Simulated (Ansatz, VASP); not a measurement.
# One calculation of NbC, two programs

```
Nb C
1.0
     0.00000    2.23455    2.23455
     2.23455    0.00000    2.23455
     2.23455    2.23455    0.00000
Nb C
1 1
Direct
  0.00000 0.00000 0.00000
  0.50000 0.50000 0.50000
```

Alike in both runs: task single point; functional r2SCAN; k mesh 7 × 7 × 7; occupations fermi-dirac, width 0.1 eV; no spin polarisation.

```csv
,VASP,Ansatz
version,VASP 6.6.1,Ansatz 0.2.0
potentials or method,"VASP PAW PBE potentials, release 64 (Nb_sv, C)","plane waves, PAW"
plane-wave cutoff (eV),660,500
valence electrons in the cell,17,17
```

VASP gave:

| Item | Value |
| --- | --- |
| pressure (GPa) | 2.4 |

Task: Estimate Ansatz's values.

Result: Pressure (GPa): 2.7.

VASP's potentials were made for PBE, not for r2SCAN.
